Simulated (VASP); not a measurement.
# Zn5O2 in VASP: further runs, part 2 of 2

VASP 6.6.1.

### 3 Relaxation of cell and atoms, PBE

This run uses another cell than the first one, of 12.87 Å³/atom.

INCAR

```
SYSTEM = Zn5O2
PREC = Accurate
ENCUT = 600
EDIFF = 1E-7
ISMEAR = 0
SIGMA = 0.2
LREAL = .FALSE.
LASPH = .TRUE.
NELM = 120
ALGO = Normal
ISIF = 3
LWAVE = .FALSE.
LCHARG = .FALSE.
GGA = PE
IBRION = 2
NSW = 36
EDIFFG = -0.08
GGA_COMPAT = .FALSE.
NELMIN = 4
```

KPOINTS

```
regular mesh
0
G
  5 5 5
  0 0 0
```

POSCAR

```
Zn5O2
1.0
   -2.1205241300      2.1205241300      5.0087879400
    2.1205241300     -2.1205241300      5.0087879400
    2.1205241300      2.1205241300     -5.0087879400
Zn O
5 2
Direct
    0.6937108200      0.6937108200      0.0000000000
    0.3062891800      0.3062891800      0.0000000000
    0.5000000000      0.0000000000      0.5000000000
    0.0000000000      0.5000000000      0.5000000000
    0.5000000000      0.5000000000      0.0000000000
    0.7500000000      0.2500000000      0.5000000000
    0.2500000000      0.7500000000      0.5000000000
```

Potentials or basis: VASP PAW PBE potentials, release 64 (Zn, O).

On the command line:

```bash
cat potpaw_PBE.64/Zn/POTCAR potpaw_PBE.64/O/POTCAR > POTCAR
mpirun -np 1 vasp_std > vasp.out
```

OUTCAR:

```text
SYSTEM = Zn5O2
   PREC = Accurate
   ENCUT = 600
   EDIFF = 1E-7
   ISMEAR = 0
   LREAL = .FALSE.
   LASPH = .TRUE.
   NELM = 120
   ISIF = 3
   GGA = PE
   IBRION = 2
   NSW = 36
   EDIFFG = -0.08
   NELMIN = 4

 ion  position               nearest neighbor table
   1  0.694  0.694  0.000-   5 1.94   6 2.19   7 2.19   6 2.19   7 2.19   4 2.87   3 2.87   3 2.87
                             4 2.87
   2  0.306  0.306  0.000-   5 1.94   6 2.19   7 2.19   7 2.19   6 2.19   3 2.87   4 2.87   3 2.87
                             4 2.87
   3  0.500  0.000  0.500-   5 2.12   5 2.12   7 2.50   6 2.50   1 2.87   1 2.87   2 2.87   2 2.87
                             4 3.00   4 3.00   4 3.00   4 3.00
   4  0.000  0.500  0.500-   5 2.12   5 2.12   7 2.50   6 2.50   1 2.87   1 2.87   2 2.87   2 2.87
                             3 3.00   3 3.00   3 3.00   3 3.00
   5  0.500  0.500  0.000-   1 1.94   2 1.94   3 2.12   4 2.12   3 2.12   4 2.12
   6  0.750  0.250  0.500-   2 2.19   1 2.19   2 2.19   1 2.19   3 2.50   4 2.50
   7  0.250  0.750  0.500-   2 2.19   1 2.19   2 2.19   1 2.19   3 2.50   4 2.50

  LATTYP: Found a body centered tetragonal cell.
 ALAT       =     4.2410482600
 C/A-ratio  =     2.3620518480

  Lattice vectors:

 A1 = (  -2.1205241300,   2.1205241300,   5.0087879400)
 A2 = (   2.1205241300,  -2.1205241300,   5.0087879400)
 A3 = (   2.1205241300,   2.1205241300,  -5.0087879400)

Analysis of symmetry for initial positions (statically):
=====================================================================
 Subroutine PRICEL returns:
 Original cell was already a primitive cell.

 Routine SETGRP: Setting up the symmetry group for a
 body centered tetragonal supercell.

 Subroutine GETGRP returns: Found 16 space group operations
 (whereof 16 operations were pure point group operations)
 out of a pool of 16 trial point group operations.

The static configuration has the point symmetry D_4h.

Analysis of symmetry for dynamics (positions and initial velocities):
=====================================================================
 Subroutine PRICEL returns:
 Original cell was already a primitive cell.

 Routine SETGRP: Setting up the symmetry group for a
 body centered tetragonal supercell.

 Subroutine GETGRP returns: Found 16 space group operations
 (whereof 16 operations were pure point group operations)
 out of a pool of 16 trial point group operations.

The dynamic configuration has the point symmetry D_4h.

 Subroutine INISYM returns: Found 16 space group operations
 (whereof 16 operations are pure point group operations),
 and found     1 'primitive' translations

----------------------------------------------------------------------------------------

                                     Primitive cell

  volume of cell :      90.0905

  direct lattice vectors                    reciprocal lattice vectors
    -2.120524130  2.120524130  5.008787940     0.000000000  0.235790762  0.099824550
     2.120524130 -2.120524130  5.008787940     0.235790762  0.000000000  0.099824550
     2.120524130  2.120524130 -5.008787940     0.235790762  0.235790762  0.000000000

  length of vectors
     5.837910739  5.837910739  5.837910739     0.256051214  0.256051214  0.333458493

  position of ions in fractional coordinates (direct lattice)
     0.693710820  0.693710820  0.000000000
     0.306289180  0.306289180  0.000000000
     0.500000000  0.000000000  0.500000000
     0.000000000  0.500000000  0.500000000
     0.500000000  0.500000000  0.000000000
     0.750000000  0.250000000  0.500000000
     0.250000000  0.750000000  0.500000000
[... 70 lines left out ...]
   LNONCOLLINEAR =      F non collinear calculations
   LSORBIT =      F    spin-orbit coupling
   LASPH  =      T    aspherical Exc in radial PAW
   ENCUT  =  600.0 eV  44.10 Ry    6.64 a.u.  11.66 11.66 11.66*2*pi/ulx,y,z
   NELM   =    120;   NELMIN=  4; NELMDL= -5     # of ELM steps
   EDIFF  = 0.1E-06   stopping-criterion for ELM
   LREAL  =      F    real-space projection
   EDIFFG = -.8E-01   stopping-criterion for IOM
   NSW    =     36    number of steps for IOM
   IBRION =      2    ionic relax: 0-MD 1-quasi-New 2-CG
   NFREE  =      1    steps in history (QN), initial steepest desc. (CG)
   ISIF   =      3    stress and relaxation
   ISYM   =      2    0-nonsym 1-usesym 2-fastsym
   POTIM  = 0.5000    time-step for ionic-motion
   TEBEG  =    0.0;   TEEND  =   0.0 temperature during run
   PSTRESS=    0.0 pullay stress
   NELECT =      72.0000    total number of electrons
   NUPDOWN=      -1.0000    fix difference up-down
   EMIN   =  10.00;   EMAX   =-10.00  energy-range for DOS
   EFERMI =   0.00;   METHOD = LEGACY
   ISMEAR =     0;   SIGMA  =   0.20  broadening in eV -4-tet -1-fermi 0-gaus
   EFERMI_NEDOS =   21; number of points for ismear=-14 and -15
   IALGO  =     38    algorithm
   IMIX   =      4    mixing-type and parameters
     AMIX     =   0.40;   BMIX     =  1.00
     AMIX_MAG =   1.60;   BMIX_MAG =  1.00
  volume/ion in A,a.u.               =      12.87        86.85
  Fermi-wavevector in a.u.,A,eV,Ry     =   1.519239  2.870945 31.403413  2.308086
  Thomas-Fermi vector in A             =   2.628251
   LORBIT       =      0    0 simple, 1 ext, 2 COOP (PROOUT), +10 PAW based schemes
   GGA     = PE    functional components
   LHFCALC =     F    Hartree Fock is set to
   AEXX    =    0.0000 exact exchange contribution
   IVDW    =     0    specifies the selected vdW correction
   LEPSILON=     F    determine dielectric tensor
   LRPA    =     F    only Hartree local field effects (RPA)
 conjugate gradient relaxation of ions
 non-spin polarized calculation
 Gauss-broadening in eV      SIGMA  =   0.20
  energy-cutoff  :      600.00
  volume of cell :       90.09
 maximum number of plane-waves:      3025
   NGX = 23   NGY = 23   NGZ = 23

--------------------------------------- Ionic step        1  -------------------------------------------

 number of electron      72.0000012 magnetization

 Free energy of the ion-electron system (eV)
  ---------------------------------------------------
  ext. energy  EPLUGINS =         0.00000000
  ---------------------------------------------------
  free energy    TOTEN  =       -12.89140785 eV

  energy without entropy =      -12.83811336  energy(sigma->0) =      -12.86476061

------------------------ aborting loop because EDIFF is reached ----------------------------------------

  FORCE on cell =-STRESS in cart. coord.  units (eV):
  Direction    XX          YY          ZZ          XY          YZ          ZX
  --------------------------------------------------------------------------------------
  -------------------------------------------------------------------------------------
  Total        9.9930395      9.9930395     32.8220371      0.0000000      0.0000000      0.0000000
  in kB      177.7170574    177.7170574    583.7098745      0.0000000      0.0000000      0.0000000
  external PRESSURE =     313.0479964 kB  Pullay stress =       0.0000000 kB
[... 28 lines left out ...]
--------------------------------------- Ionic step        2  -------------------------------------------

 number of electron      72.0000007 magnetization

 E-fermi :   0.9514     XC(G=0):  -9.6401

 val. band max:        0.8152019733   @ k =  -0.4000  -0.4000   0.4000
 cond. band min:       0.9602066070   @ k =   0.2000   0.2000   0.0000
 fundamental gap:      0.1450046337
 Fermi energy:         0.9514381652

 k-point     1 :       0.0000    0.0000    0.0000
  band No.  band energies     occupation
      1     -16.5774      2.00000
      2     -16.0346      2.00000
      3      -8.0236      2.00000
      4      -7.9292      2.00000
      5      -7.4787      2.00000
      6      -7.1756      2.00000
[... 892 lines left out ...]
  FREE ENERGIE OF THE ION-ELECTRON SYSTEM (eV)
  ---------------------------------------------------
  free  energy   TOTEN  =       -16.7200227439 eV

  energy  without entropy=      -16.6685968083  energy(sigma->0) =      -16.69430978

[... ionic steps 4 to 11 ...]

--------------------------------------- Ionic step       12  -------------------------------------------

 number of electron      72.0000004 magnetization

------------------------ aborting loop because EDIFF is reached ----------------------------------------
[... 77 lines left out ...]
--------------------------------------- Ionic step       14  -------------------------------------------

 number of electron      71.9999988 magnetization

 Free energy of the ion-electron system (eV)
  ---------------------------------------------------
  ext. energy  EPLUGINS =         0.00000000
  ---------------------------------------------------
  free energy    TOTEN  =       -16.92276713 eV

  energy without entropy =      -16.90279924  energy(sigma->0) =      -16.91278318

 E-fermi :   1.9705     XC(G=0): -10.6248

 val. band max:        1.9489477840   @ k =  -0.4000   0.4000   0.0000
 cond. band min:       1.9901805163   @ k =  -0.4000  -0.4000   0.4000
 fundamental gap:      0.0412327323
 Fermi energy:         1.9704807316

 k-point     1 :       0.0000    0.0000    0.0000
  band No.  band energies     occupation
      1     -16.2785      2.00000
      2     -15.6044      2.00000
      3      -7.2168      2.00000
      4      -7.0722      2.00000
      5      -6.5768      2.00000
      6      -6.2480      2.00000
[... 851 lines left out ...]
  FREE ENERGIE OF THE ION-ELECTRON SYSTEM (eV)
  ---------------------------------------------------
  free  energy   TOTEN  =       -16.9227671279 eV

  energy  without entropy=      -16.9027992373  energy(sigma->0) =      -16.91278318

 reached required accuracy - stopping structural energy minimisation
```

Wall time 43 min (1 thread of Intel Xeon 8259CL, shared host); peak memory 0.37 GiB.

What came out:

| Quantity | Value |
| --- | --- |
| Free energy | -16.9228 eV |
| Relaxed volume | 15.10 Å³/atom |
| Relaxed cell | a = 6.262 Å, b = 6.262 Å, c = 6.262 Å, α = 138.74°, β = 138.74°, γ = 59.76° |
| Space group after relaxing (to 0.1 Å) | I4/mmm (No. 139) |
| Energy gained by relaxing | 575.9 meV/atom |
| Ionic steps | 14 |
| Pressure after relaxing | 0.6 GPa |
| Largest force after relaxing | 0.064 eV/Å |
| Band gap on the k mesh | zero (bands 36 and 37 overlap by 1.41 eV) |

Forces on the atoms (eV/Å):
```
Zn   0.000  0.000  0.064
Zn   0.000  0.000 -0.064
Zn   0.000  0.000  0.000
Zn   0.000  0.000  0.000
Zn   0.000  0.000  0.000
O    0.000  0.000  0.000
O    0.000  0.000  0.000
```

Step by step:
| step | energy change (eV) | largest force (eV/Å) | pressure (GPa) | volume (Å³) |
| --- | --- | --- | --- | --- |
| 1 | 0.0000 | 7.9667 | 31.30 | 90.09 |
| 2 | -3.7002 | 0.2275 | -5.78 | 126.21 |
| 3 | -3.8286 | 0.6365 | -0.91 | 113.26 |
| 4 | -3.8457 | 0.4648 | -2.56 | 116.81 |
| 5 | -3.8463 | 0.4926 | -2.27 | 116.12 |
| 6 | -3.8989 | 0.3992 | 0.29 | 112.69 |
| 7 | -3.8995 | 0.3878 | 0.63 | 112.29 |
| 8 | -3.9179 | 0.3315 | 0.47 | 112.47 |
| 9 | -3.9580 | 0.2025 | -0.03 | 113.03 |
| 10 | -3.9892 | 0.0466 | -1.19 | 114.14 |
| 11 | -4.0028 | 0.0430 | 0.37 | 111.23 |
| 12 | -4.0028 | 0.0431 | 0.42 | 111.14 |
| 13 | -4.0160 | 0.0476 | 0.44 | 109.72 |
| 14 | -4.0314 | 0.0637 | 0.60 | 105.70 |

Final structure:
```cif
data_structure
_symmetry_space_group_name_H-M 'P 1'
_symmetry_Int_Tables_number 1
_cell_length_a 6.2621
_cell_length_b 6.2621
_cell_length_c 6.2621
_cell_angle_alpha 138.745
_cell_angle_beta 138.745
_cell_angle_gamma 59.764
_cell_volume 105.70
loop_
_atom_site_label
_atom_site_type_symbol
_atom_site_fract_x
_atom_site_fract_y
_atom_site_fract_z
_atom_site_occupancy
Zn1 Zn 0.76431 0.76431 0.00000 1
Zn2 Zn 0.23569 0.23569 0.00000 1
Zn3 Zn 0.50000 0.00000 0.50000 1
Zn4 Zn 0.00000 0.50000 0.50000 1
Zn5 Zn 0.50000 0.50000 0.00000 1
O1 O 0.75000 0.25000 0.50000 1
O2 O 0.25000 0.75000 0.50000 1
```

Caveat: the volume moved by over 15 % at a fixed basis, so the end points are rough; the relaxation stopped at a loose force limit of 0.08 eV/Å, so its end isn't a converged minimum.
